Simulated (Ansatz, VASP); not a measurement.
# W in VASP and in Ansatz

```
W
1.0
     0.00000    2.03000    1.98940
     2.03000    0.00000    1.98940
     2.03000    2.03000    0.00000
W
1
Direct
  0.00000 0.00000 0.00000
```

Change from the starting cell: zz strain of -2 %.

Alike in both runs: task single point; functional PBEsol; k mesh 14 × 14 × 14; occupations fermi-dirac, width 0.05 eV; no spin polarisation.

|  | VASP | Ansatz |
| --- | --- | --- |
| version | VASP 6.6.1 | Ansatz 0.2.0 |
| potentials or method | VASP PAW PBE potentials, release 64 (W_sv), cutoff 520 eV | all-electron LAPW, scalar-relativistic |

Ansatz gave:

* pressure (GPa): -7.3
* traceless stress, the component that is largest in VASP (GPa): -4.50

Question: Which values does VASP return?

Answer: Pressure (GPa): -6.9; traceless stress, the component that is largest in VASP (GPa): -4.51.

VASP's potentials were made for PBE, not for PBEsol. Ansatz ran all-electron here, and VASP with PAW potentials.

Spin-orbit coupling is off throughout.
